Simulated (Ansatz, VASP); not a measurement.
## One calculation of Si4P, two programs

```
CELL_PARAMETERS angstrom
-2.76658 2.76658 2.76658
2.76658 -2.76658 2.76658
2.76658 2.76658 -2.76658
ATOMIC_POSITIONS crystal
Si 0.50000 0.50000 0.50000
Si 0.50000 0.00000 0.00000
Si 0.00000 0.00000 0.50000
Si 0.00000 0.50000 0.00000
P 0.00000 0.00000 0.00000
```

Change from the starting cell: species swapped into the Hg4Pt type (Im-3m, No. 229).

Alike in both runs: functional PBE; k mesh 10 × 10 × 10; occupations gaussian, width 0.1 eV; no spin polarisation.

Ansatz relaxed the structure, and its values are those at the end. VASP's run is a single point on that final structure, the one shown.

|  | VASP | Ansatz |
| --- | --- | --- |
| version | VASP 6.6.1 | Ansatz 0.2.0 |
| potentials or method | VASP PAW PBE potentials, release 64 (Si, P), cutoff 520 eV | scalar-relativistic, plane waves, PAW |
| valence electrons in the cell | 21 | 21 |

VASP gave:

| Property | Result |
| --- | --- |
| gap on the k mesh at the Fermi level (eV) | none |
| pressure (GPa) | -0.1 |

Q: Estimate Ansatz's values.

A: gap on the k mesh at the Fermi level (eV): none; pressure (GPa): 0.0.

A gap of «none» marks a metal or a gap that the smearing closes.
